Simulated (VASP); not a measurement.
A run of VASP 6.6.1:

File INCAR:

```
SYSTEM = CdSe
ALGO = Normal
EDIFF = 1E-6
ENCUT = 500
GGA = PE
GGA_COMPAT = .False.
ISIF = 2
ISMEAR = 0
LASPH = .True.
LCHARG = .True.
LELF = .True.
LREAL = .False.
LVHAR = .True.
LWAVE = .False.
NBANDS = 16
NELM = 120
PREC = Accurate
SIGMA = 0.01
```

Contents of KPOINTS:

```
k-points
0
Gamma
  6 6 6
  0 0 0
```

File POSCAR:

```
CdSe
1.0
    0.0000000000      3.0566891686      3.0566891686
    3.0566891686      0.0000000000      3.0566891686
    3.0566891686      3.0566891686      0.0000000000
Cd Se
1 1
Direct
    0.0000000000      0.0000000000      0.0000000000
    0.2500000000      0.2500000000      0.2500000000
```

Potentials or basis: VASP PAW PBE potentials, release 64 (Cd, Se).

The run is started by

```sh
$ cat potpaw_PBE.64/Cd/POTCAR potpaw_PBE.64/Se/POTCAR > POTCAR
$ mpirun -np 1 vasp_std > vasp.out
```

Hardware: 1 thread of Intel(R) Xeon(R) 6975P-C (Granite Rapids), with other jobs on the host.

Estimate the wall time of this run.

Run time: 6.6 s on 1 thread of Intel(R) Xeon(R) 6975P-C (Granite Rapids), on a shared host, peak memory 0.17 GiB. Counts: scf iterations 12, k points 16.
